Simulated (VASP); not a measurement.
# Y2AlSi2 (Immm) in VASP: further runs, part 2 of 2

VASP 6.6.1. Earlier steps stand in the parts before.

## (3) Relaxation of cell and atoms, LDA

This run uses another cell than the first one, of 20.43 Å³/atom, 1.054 times its volume.

INCAR reads:

```
SYSTEM = Y2AlSi2
PREC = Accurate ; ENCUT = 600
EDIFF = 1E-6 ; ISMEAR = 0
SIGMA = 0.1 ; LREAL = .FALSE.
LASPH = .TRUE. ; NELM = 100
ALGO = Normal ; ISIF = 3
LWAVE = .FALSE. ; LCHARG = .FALSE.
GGA = CA ; IBRION = 2
NSW = 70 ; EDIFFG = -0.005
```

KPOINTS reads:

```
regular mesh
0
G
  10 10 10
  0 0 0
```

POSCAR reads:

```
Y2AlSi2
1.0
   -2.0398725076      2.8659674388      4.3683220732
    2.0398725076     -2.8659674388      4.3683220732
    2.0398725076      2.8659674388     -4.3683220732
Y Al Si
2 1 2
Direct
    0.2893428879      0.7893428879      0.5000000000
    0.7106571121      0.2106571121      0.5000000000
    0.0000000000      0.0000000000      0.0000000000
    0.7107546706      0.5000000000      0.2107546706
    0.2892453294      0.5000000000      0.7892453294
```

Potentials or basis: VASP PAW LDA potentials, release 64 (Y_sv, Al, Si).

Launch:

```console
$ cat potpaw_LDA.64/Y_sv/POTCAR potpaw_LDA.64/Al/POTCAR potpaw_LDA.64/Si/POTCAR > POTCAR
$ mpirun -np 1 vasp_std > vasp.out
```

OUTCAR:

```text
SYSTEM = Y2AlSi2
   PREC = Accurate
   ENCUT = 600
   EDIFF = 1E-6
   ISMEAR = 0
   LREAL = .FALSE.
   LASPH = .TRUE.
   NELM = 100
   ISIF = 3
   GGA = CA
   IBRION = 2
   NSW = 70
   EDIFFG = -0.005

 ion  position               nearest neighbor table
   1  0.289  0.789  0.500-   4 3.00   5 3.00   4 3.00   5 3.00   4 3.02   5 3.02   3 3.25   3 3.25
                             3 3.41   3 3.41   2 3.58   2 3.58   2 3.58   2 3.58   2 3.68
   2  0.711  0.211  0.500-   4 3.00   5 3.00   4 3.00   5 3.00   5 3.02   4 3.02   3 3.25   3 3.25
                             3 3.41   3 3.41   1 3.58   1 3.58   1 3.58   1 3.58   1 3.68
   3  0.000  0.000  0.000-   5 2.63   4 2.63   5 2.63   4 2.63   1 3.25   2 3.25   2 3.25   1 3.25
                             2 3.41   1 3.41   1 3.41   2 3.41
   4  0.711  0.500  0.211-   5 2.42   3 2.63   3 2.63   2 3.00   2 3.00   1 3.00   1 3.00   1 3.02
                             2 3.02
   5  0.289  0.500  0.789-   4 2.42   3 2.63   3 2.63   2 3.00   1 3.00   1 3.00   2 3.00   2 3.02
                             1 3.02

  LATTYP: Found a body centered orthorhombic cell.
 ALAT       =     4.0797450152
 B/A-ratio  =     1.4049738050
 C/A-ratio  =     2.1414681834

  Lattice vectors:

 A1 = (  -2.0398725076,   2.8659674388,   4.3683220732)
 A2 = (   2.0398725076,  -2.8659674388,   4.3683220732)
 A3 = (   2.0398725076,   2.8659674388,  -4.3683220732)

Analysis of symmetry for initial positions (statically):
=====================================================================
 Subroutine PRICEL returns:
 Original cell was already a primitive cell.

 Routine SETGRP: Setting up the symmetry group for a
 body centered orthorhombic supercell.

 Subroutine GETGRP returns: Found  8 space group operations
 (whereof  8 operations were pure point group operations)
 out of a pool of  8 trial point group operations.

The static configuration has the point symmetry D_2h.

Analysis of symmetry for dynamics (positions and initial velocities):
=====================================================================
 Subroutine PRICEL returns:
 Original cell was already a primitive cell.

 Routine SETGRP: Setting up the symmetry group for a
 body centered orthorhombic supercell.

 Subroutine GETGRP returns: Found  8 space group operations
 (whereof  8 operations were pure point group operations)
 out of a pool of  8 trial point group operations.

The dynamic configuration has the point symmetry D_2h.

 Subroutine INISYM returns: Found  8 space group operations
 (whereof  8 operations are pure point group operations),
 and found     1 'primitive' translations

----------------------------------------------------------------------------------------

                                     Primitive cell

  volume of cell :     102.1525

  direct lattice vectors                    reciprocal lattice vectors
    -2.039872508  2.865967439  4.368322073     0.000000000  0.174461159  0.114460425
     2.039872508 -2.865967439  4.368322073     0.245113358  0.000000000  0.114460425
     2.039872508  2.865967439 -4.368322073     0.245113358  0.174461159  0.000000000

  length of vectors
     5.608661778  5.608661778  5.608661778     0.208657338  0.270521251  0.300860855

  position of ions in fractional coordinates (direct lattice)
     0.289342888  0.789342888  0.500000000
     0.710657112  0.210657112  0.500000000
     0.000000000  0.000000000  0.000000000
     0.710754671  0.500000000  0.210754671
     0.289245329  0.500000000  0.789245329

  ion indices of the primitive-cell ions
   primitive index   ion index
[... 71 lines left out ...]
   ISPIN  =      1    spin polarized calculation?
   LNONCOLLINEAR =      F non collinear calculations
   LSORBIT =      F    spin-orbit coupling
   LASPH  =      T    aspherical Exc in radial PAW
   ENCUT  =  600.0 eV  44.10 Ry    6.64 a.u.  11.20 11.20 11.20*2*pi/ulx,y,z
   NELM   =    100;   NELMIN=  2; NELMDL= -5     # of ELM steps
   EDIFF  = 0.1E-05   stopping-criterion for ELM
   LREAL  =      F    real-space projection
   EDIFFG = -.5E-02   stopping-criterion for IOM
   NSW    =     70    number of steps for IOM
   IBRION =      2    ionic relax: 0-MD 1-quasi-New 2-CG
   NFREE  =      1    steps in history (QN), initial steepest desc. (CG)
   ISIF   =      3    stress and relaxation
   ISYM   =      2    0-nonsym 1-usesym 2-fastsym
   POTIM  = 0.5000    time-step for ionic-motion
   TEBEG  =    0.0;   TEEND  =   0.0 temperature during run
   PSTRESS=    0.0 pullay stress
   NELECT =      33.0000    total number of electrons
   NUPDOWN=      -1.0000    fix difference up-down
   EMIN   =  10.00;   EMAX   =-10.00  energy-range for DOS
   EFERMI =   0.00;   METHOD = LEGACY
   ISMEAR =     0;   SIGMA  =   0.10  broadening in eV -4-tet -1-fermi 0-gaus
   EFERMI_NEDOS =   21; number of points for ismear=-14 and -15
   IALGO  =     38    algorithm
   IMIX   =      4    mixing-type and parameters
     AMIX     =   0.40;   BMIX     =  1.00
     AMIX_MAG =   1.60;   BMIX_MAG =  1.00
  volume/ion in A,a.u.               =      20.43       137.87
  Fermi-wavevector in a.u.,A,eV,Ry     =   1.123302  2.122733 17.167930  1.261807
  Thomas-Fermi vector in A             =   2.259967
   LORBIT       =      0    0 simple, 1 ext, 2 COOP (PROOUT), +10 PAW based schemes
   GGA     = CA    functional components
   LHFCALC =     F    Hartree Fock is set to
   AEXX    =    0.0000 exact exchange contribution
   IVDW    =     0    specifies the selected vdW correction
   LEPSILON=     F    determine dielectric tensor
   LRPA    =     F    only Hartree local field effects (RPA)
 conjugate gradient relaxation of ions
 non-spin polarized calculation
 Gauss-broadening in eV      SIGMA  =   0.10
  energy-cutoff  :      600.00
  volume of cell :      102.15
 maximum number of plane-waves:      3435
 NGX is ok and might be reduce to    48
   NGX = 23   NGY = 23   NGZ = 23

--------------------------------------- Ionic step        1  -------------------------------------------

 number of electron      33.0000000 magnetization

 Free energy of the ion-electron system (eV)
  ---------------------------------------------------
  ext. energy  EPLUGINS =         0.00000000
  ---------------------------------------------------
  free energy    TOTEN  =       -33.97763407 eV

  energy without entropy =      -33.96568625  energy(sigma->0) =      -33.97166016

------------------------ aborting loop because EDIFF is reached ----------------------------------------

  FORCE on cell =-STRESS in cart. coord.  units (eV):
  Direction    XX          YY          ZZ          XY          YZ          ZX
  --------------------------------------------------------------------------------------
  -------------------------------------------------------------------------------------
  Total       -2.9249691     -2.8962405     -3.1023221      0.0000000      0.0000000      0.0000000
  in kB      -45.8757251    -45.4251418    -48.6573616      0.0000000      0.0000000      0.0000000
  external PRESSURE =     -46.6527428 kB  Pullay stress =       0.0000000 kB
[... 98 lines left out ...]
  FREE ENERGIE OF THE ION-ELECTRON SYSTEM (eV)
  ---------------------------------------------------
  free  energy   TOTEN  =       -34.0565053508 eV

  energy  without entropy=      -34.0444289015  energy(sigma->0) =      -34.05046713

[... ionic steps 4 to 8 ...]

--------------------------------------- Ionic step        9  -------------------------------------------

 number of electron      33.0000000 magnetization

------------------------ aborting loop because EDIFF is reached ----------------------------------------
[... 73 lines left out ...]
--------------------------------------- Ionic step       11  -------------------------------------------

 number of electron      33.0000000 magnetization

 Free energy of the ion-electron system (eV)
  ---------------------------------------------------
  ext. energy  EPLUGINS =         0.00000000
  ---------------------------------------------------
  free energy    TOTEN  =       -34.05720884 eV

  energy without entropy =      -34.04511868  energy(sigma->0) =      -34.05116376

 E-fermi :   6.0370     XC(G=0): -10.7565

 val. band max:        6.0123000649   @ k =   0.5000   0.2000  -0.0000
 cond. band min:       6.0509272900   @ k =   0.2000  -0.1000   0.1000
 fundamental gap:      0.0386272252
 Fermi energy:         6.0369819764

 k-point     1 :       0.0000    0.0000    0.0000
  band No.  band energies     occupation
      1     -35.5413      2.00000
      2     -35.4692      2.00000
      3     -15.9443      2.00000
      4     -15.8235      2.00000
      5     -15.7361      2.00000
      6     -15.7163      2.00000
[... 541 lines left out ...]
     19       8.4103      0.00000
     20       8.7096      0.00000

 [... further k-points ...]
[... 5 lines left out ...]
  --------------------------------------------------------------------------------------
  -------------------------------------------------------------------------------------
  Total        0.0191064     -0.0163115      0.0119351     -0.0000000      0.0000000      0.0000000
  in kB        0.3158564     -0.2696513      0.1973047     -0.0000000      0.0000000      0.0000000
  external PRESSURE =       0.0811699 kB  Pullay stress =       0.0000000 kB
[... 20 lines left out ...]
  FREE ENERGIE OF THE ION-ELECTRON SYSTEM (eV)
  ---------------------------------------------------
  free  energy   TOTEN  =       -34.0572088393 eV

  energy  without entropy=      -34.0451186822  energy(sigma->0) =      -34.05116376

 reached required accuracy - stopping structural energy minimisation
```

CONTCAR:

```text
Y2AlSi2
   1.00000000000000
    -2.0082074558873124    2.8072656819642470    4.2978231387748247
     2.0082074558873124   -2.8072656819642470    4.2978231387748247
     2.0082074558873124    2.8072656819642470   -4.2978231387748247
  Y               Al              Si
     2     1     2
Direct
     0.2898149926167903    0.7898149926167906    0.5000000000000000
     0.7101850073832094    0.2101850073832096    0.5000000000000000
     0.0000000000000000    0.0000000000000000    0.0000000000000000
     0.7109829212306782    0.5000000000000000    0.2109829212306784
     0.2890170787693216    0.5000000000000000    0.7890170787693218

  0.00000000E+00  0.00000000E+00  0.00000000E+00
  0.00000000E+00  0.00000000E+00  0.00000000E+00
  0.00000000E+00  0.00000000E+00  0.00000000E+00
  0.00000000E+00  0.00000000E+00  0.00000000E+00
  0.00000000E+00  0.00000000E+00  0.00000000E+00
```

It took 24 min on 1 thread of Intel Xeon Platinum 8559C (Emerald Rapids), shared host; peak memory 0.67 GiB.

What came out:

```
Free energy                            : -34.0572 eV
Relaxed volume                         : 19.38 Å³/atom
Relaxed cell                           : a = 5.512 Å, b = 5.512 Å, c = 5.512 Å, α = 137.27°, β = 118.77°, γ = 77.54°
Space group after relaxing (to 0.05 Å) : Immm (No. 71)
Energy gained by relaxing              : 15.9 meV/atom
Ionic steps                            : 11
Pressure after relaxing                : 0.0 GPa
```

The path:
```
step  energy change (eV)  largest force (eV/Å)  pressure (GPa)  volume (Å³)
   1              0.0000                0.0661           -4.67       102.15
   2             -0.0395                0.0782            3.82        93.61
   3             -0.0789                0.0153           -0.02        97.01
   4             -0.0788                0.0169            0.09        96.90
   5             -0.0793                0.0176            0.09        96.87
   6             -0.0793                0.0341            0.10        96.81
   7             -0.0794                0.0268            0.09        96.84
   8             -0.0795                0.0158           -0.09        97.01
   9             -0.0795                0.0175           -0.05        96.98
  10             -0.0796                0.0061            0.00        96.93
  11             -0.0796                0.0017            0.01        96.92
```

Final structure:
```
Y Al Si
1.0
    -2.00821    2.80727    4.29782
     2.00821   -2.80727    4.29782
     2.00821    2.80727   -4.29782
Y Al Si
2 1 2
Direct
  0.28981 0.78981 0.50000
  0.71019 0.21019 0.50000
  0.00000 0.00000 0.00000
  0.71098 0.50000 0.21098
  0.28902 0.50000 0.78902
```

LDA usually gives volumes a few per cent too small. Zero-point motion and thermal expansion aren't in these numbers.
